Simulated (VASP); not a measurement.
# KTaO3 (P4/mmm) in VASP: notebook

KTaO3 is run at these levels: PBE; tasks: single point.

Everything below comes from runs of VASP 6.6.1. Logs are shortened: lines on timing, memory, paths and dates and some standing lists are left out, and cuts for length are marked.

## (1) The cell of the first run

The structure is tetragonal, space group P4/mmm (No. 123). Conventional cell: a = 3.760 Å, b = 3.760 Å, c = 4.242 Å, α = 90.00°, β = 90.00°, γ = 90.00°. K (site symmetry 4/mmm) has 12 O at 2.66 to 2.83 Å and 8 Ta at 3.40 Å within 3.5 Å. Within 2.5 Å of Ta (site symmetry 4/mmm) lie 6 O at 1.88 to 2.12 Å. O (site symmetry mmm) has 2 Ta at 1.88 Å within 2.5 Å. Within 2.8 Å of O (site symmetry 4/mmm) lie 2 Ta at 2.12 Å and 4 K at 2.66 Å.

## (2) Single point, PBE (volume 11.997 Å^3 an atom, c/a of the conventional cell 1.1282)

Input file INCAR:

```
SYSTEM = KTaO3
PREC     = Accurate       ! precision mode
ENCUT    = 520            ! plane-wave cutoff, eV
EDIFF    = 1E-6           ! SCF threshold, eV
ISMEAR   = 0              ! smearing method
SIGMA    = 0.05           ! smearing width, eV
LREAL    = .FALSE.        ! projectors in reciprocal space
LASPH    = .TRUE.         ! aspherical terms in the spheres
NELM     = 80             ! most SCF steps
ALGO     = Normal         ! electronic algorithm
ISIF     = 2              ! what is computed and relaxed
LWAVE    = .FALSE.        ! write WAVECAR
LCHARG   = .FALSE.        ! write CHGCAR
GGA      = PE             ! functional
NBANDS   = 27             ! bands
```

Input file KPOINTS:

```
Automatic mesh
0
G
  8 8 8
  0 0 0
```

Input file POSCAR:

```
KTaO3
1.0
    3.7602684942      0.0000000000      0.0000000000
    0.0000000000      3.7602684942      0.0000000000
    0.0000000000      0.0000000000      4.2423349151
K Ta O
1 1 3
Direct
    0.5000000000      0.5000000000      0.5000000000
    0.0000000000      0.0000000000      0.0000000000
    0.5000000000      0.0000000000      0.0000000000
    0.0000000000      0.5000000000      0.0000000000
    0.0000000000      0.0000000000      0.5000000000
```

Potentials or basis: VASP PAW PBE potentials, release 64 (K_sv, Ta_pv, O).

The run is started by

```sh
cat potpaw_PBE.64/K_sv/POTCAR potpaw_PBE.64/Ta_pv/POTCAR potpaw_PBE.64/O/POTCAR > POTCAR
mpirun -np 1 vasp_std > vasp.out
```

OUTCAR:

```text
SYSTEM = KTaO3
   PREC = Accurate
   ENCUT = 520
   EDIFF = 1E-6
   ISMEAR = 0
   LREAL = .FALSE.
   LASPH = .TRUE.
   NELM = 80
   ISIF = 2
   GGA = PE

 ion  position               nearest neighbor table
   1  0.500  0.500  0.500-   5 2.66   5 2.66   5 2.66   5 2.66   4 2.83   3 2.83   4 2.83   3 2.83
                             4 2.83   3 2.83   4 2.83   3 2.83   2 3.40   2 3.40   2 3.40   2 3.40
   2  0.000  0.000  0.000-   3 1.88   4 1.88   4 1.88   3 1.88   5 2.12   5 2.12   1 3.40   1 3.40
                             1 3.40   1 3.40   1 3.40   1 3.40   1 3.40   1 3.40
   3  0.500  0.000  0.000-   2 1.88   2 1.88   1 2.83   1 2.83   1 2.83   1 2.83
   4  0.000  0.500  0.000-   2 1.88   2 1.88   1 2.83   1 2.83   1 2.83   1 2.83
   5  0.000  0.000  0.500-   2 2.12   2 2.12   1 2.66   1 2.66   1 2.66   1 2.66

  LATTYP: Found a simple tetragonal cell.
 ALAT       =     3.7602684942
 C/A-ratio  =     1.1282000000

  Lattice vectors:

 A1 = (   3.7602684942,   0.0000000000,   0.0000000000)
 A2 = (   0.0000000000,   3.7602684942,   0.0000000000)
 A3 = (   0.0000000000,   0.0000000000,   4.2423349151)

Analysis of symmetry for initial positions (statically):
=====================================================================
 Subroutine PRICEL returns:
 Original cell was already a primitive cell.

 Routine SETGRP: Setting up the symmetry group for a
 simple tetragonal supercell.

 Subroutine GETGRP returns: Found 16 space group operations
 (whereof 16 operations were pure point group operations)
 out of a pool of 16 trial point group operations.

The static configuration has the point symmetry D_4h.

Analysis of symmetry for dynamics (positions and initial velocities):
=====================================================================
 Subroutine PRICEL returns:
 Original cell was already a primitive cell.

 Routine SETGRP: Setting up the symmetry group for a
 simple tetragonal supercell.

 Subroutine GETGRP returns: Found 16 space group operations
 (whereof 16 operations were pure point group operations)
 out of a pool of 16 trial point group operations.

The dynamic configuration has the point symmetry D_4h.

 Subroutine INISYM returns: Found 16 space group operations
 (whereof 16 operations are pure point group operations),
 and found     1 'primitive' translations

----------------------------------------------------------------------------------------

                                     Primitive cell

  volume of cell :      59.9850
[... 92 lines left out ...]
   LASPH  =      T    aspherical Exc in radial PAW
   ENCUT  =  520.0 eV  38.22 Ry    6.18 a.u.   6.99  6.99  7.89*2*pi/ulx,y,z
   NELM   =     80;   NELMIN=  2; NELMDL= -5     # of ELM steps
   EDIFF  = 0.1E-05   stopping-criterion for ELM
   LREAL  =      F    real-space projection
   EDIFFG = 0.1E-04   stopping-criterion for IOM
   NSW    =      0    number of steps for IOM
   IBRION =     -1    ionic relax: 0-MD 1-quasi-New 2-CG
   NFREE  =      0    steps in history (QN), initial steepest desc. (CG)
   ISIF   =      2    stress and relaxation
   ISYM   =      2    0-nonsym 1-usesym 2-fastsym
   POTIM  = 0.5000    time-step for ionic-motion
   TEBEG  =    0.0;   TEEND  =   0.0 temperature during run
   PSTRESS=    0.0 pullay stress
   NELECT =      38.0000    total number of electrons
   NUPDOWN=      -1.0000    fix difference up-down
   EMIN   =  10.00;   EMAX   =-10.00  energy-range for DOS
   EFERMI =   0.00;   METHOD = LEGACY
   ISMEAR =     0;   SIGMA  =   0.05  broadening in eV -4-tet -1-fermi 0-gaus
   EFERMI_NEDOS =   21; number of points for ismear=-14 and -15
   IALGO  =     38    algorithm
   IMIX   =      4    mixing-type and parameters
     AMIX     =   0.40;   BMIX     =  1.00
     AMIX_MAG =   1.60;   BMIX_MAG =  1.00
  volume/ion in A,a.u.               =      12.00        80.96
  Fermi-wavevector in a.u.,A,eV,Ry     =   1.406010  2.656974 26.896877  1.976865
  Thomas-Fermi vector in A             =   2.528414
   LORBIT       =      0    0 simple, 1 ext, 2 COOP (PROOUT), +10 PAW based schemes
   GGA     = PE    functional components
   LHFCALC =     F    Hartree Fock is set to
   AEXX    =    0.0000 exact exchange contribution
   IVDW    =     0    specifies the selected vdW correction
   LEPSILON=     F    determine dielectric tensor
   LRPA    =     F    only Hartree local field effects (RPA)
 non-spin polarized calculation
 Gauss-broadening in eV      SIGMA  =   0.05
  energy-cutoff  :      520.00
  volume of cell :       59.98
 maximum number of plane-waves:      1648
 NGX is ok and might be reduce to    28
   NGX = 13   NGY = 13   NGZ = 15

 number of electron      37.9999979 magnetization

 Free energy of the ion-electron system (eV)
  ---------------------------------------------------
  ext. energy  EPLUGINS =         0.00000000
  ---------------------------------------------------
  free energy    TOTEN  =       -39.94989778 eV

  energy without entropy =      -39.94989778  energy(sigma->0) =      -39.94989778

 E-fermi :   2.6405     XC(G=0): -11.1603

 val. band max:        2.3200032053   @ k =   0.5000   0.5000   0.5000
 cond. band min:       4.4238882571   @ k =   0.0000   0.0000   0.0000
 fundamental gap:      2.1038850519
 Fermi energy:         2.6404806749

 k-point     1 :       0.0000    0.0000    0.0000
  band No.  band energies     occupation
      1     -31.7764      2.00000
      2     -31.7764      2.00000
      3     -31.5754      2.00000
      4     -25.0224      2.00000
      5     -16.0562      2.00000
      6     -15.5019      2.00000
[... 709 lines left out ...]
     26      12.6213      0.00000
     27      13.0075      0.00000

 [... further k-points ...]
[... 5 lines left out ...]
  --------------------------------------------------------------------------------------
  -------------------------------------------------------------------------------------
  Total       16.2258664     16.2258664     -3.1345737      0.0000000     -0.0000000      0.0000000
  in kB      433.3869348    433.3869348    -83.7233131      0.0000000     -0.0000000      0.0000000
  external PRESSURE =     261.0168522 kB  Pullay stress =       0.0000000 kB

 VOLUME and BASIS-vectors are now :
 -----------------------------------------------------------------------------
  energy-cutoff  :      520.00
  volume of cell :       59.98
      direct lattice vectors                 reciprocal lattice vectors
     3.760268494  0.000000000  0.000000000     0.265938457  0.000000000  0.000000000
     0.000000000  3.760268494  0.000000000     0.000000000  0.265938457  0.000000000
     0.000000000  0.000000000  4.242334915     0.000000000  0.000000000  0.235719249

 POSITION                                       TOTAL-FORCE (eV/Angst)
 -----------------------------------------------------------------------------------
      1.88013      1.88013      2.12117         0.000000      0.000000      0.000000
      0.00000      0.00000      0.00000         0.000000      0.000000      0.000000
      1.88013      0.00000      0.00000         0.000000      0.000000      0.000000
      0.00000      1.88013      0.00000         0.000000      0.000000      0.000000
      0.00000      0.00000      2.12117         0.000000      0.000000      0.000000
 -----------------------------------------------------------------------------------
    total drift:                                0.000000      0.000000     -0.000000

  FREE ENERGIE OF THE ION-ELECTRON SYSTEM (eV)
  ---------------------------------------------------
  free  energy   TOTEN  =       -39.9498977837 eV

  energy  without entropy=      -39.9498977837  energy(sigma->0) =      -39.94989778
```

OSZICAR:

```text
N       E                     dE             d eps       ncg     rms          rms(c)
DAV:   1     0.328159334590E+03    0.32816E+03   -0.20907E+04  4050   0.142E+03
DAV:   2    -0.290032619189E+02   -0.35716E+03   -0.34580E+03  4795   0.411E+02
DAV:   3    -0.477313744917E+02   -0.18728E+02   -0.18638E+02  5631   0.922E+01
DAV:   4    -0.484349474971E+02   -0.70357E+00   -0.70243E+00  6732   0.111E+01
DAV:   5    -0.484384957051E+02   -0.35482E-02   -0.35478E-02  5246   0.827E-01    0.404E+01
DAV:   6    -0.401168573718E+02    0.83216E+01   -0.34537E+01  4826   0.409E+01    0.158E+01
DAV:   7    -0.400104214826E+02    0.10644E+00   -0.17476E+00  5111   0.835E+00    0.107E+01
DAV:   8    -0.399600467240E+02    0.50375E-01   -0.31148E-01  4841   0.445E+00    0.191E+00
DAV:   9    -0.399503444643E+02    0.97023E-02   -0.32037E-02  5209   0.119E+00    0.415E-01
DAV:  10    -0.399496981113E+02    0.64635E-03   -0.71648E-03  5354   0.540E-01    0.233E-01
DAV:  11    -0.399498877512E+02   -0.18964E-03   -0.55756E-04  5788   0.178E-01    0.398E-02
DAV:  12    -0.399498995528E+02   -0.11802E-04   -0.84757E-05  5110   0.774E-02    0.238E-02
DAV:  13    -0.399498974014E+02    0.21514E-05   -0.24710E-05  5056   0.352E-02    0.727E-03
DAV:  14    -0.399498977837E+02   -0.38229E-06   -0.24495E-06  4340   0.123E-02
   1 F= -.39949898E+02 E0= -.39949898E+02  d E =-.158644E-21
```

Run time: 57 s. Hardware: 1 thread of AMD EPYC 9R45 (Zen 5), shared host; peak memory 0.22 GiB.

What came out:

```
Free energy            : -39.9499 eV
Pressure               : 26.1 GPa
Band gap on the k mesh : 2.10 eV, indirect (least direct gap 2.50 eV)
```

Stress tensor (GPa, compression positive):
```
43.34  0.00  0.00
 0.00 43.34  0.00
 0.00  0.00 -8.37
```

Caveat: spin-orbit coupling is left out, which moves the levels of the heavy elements. A k mesh can miss the band edges.

(Continued in part 2 of 3.)
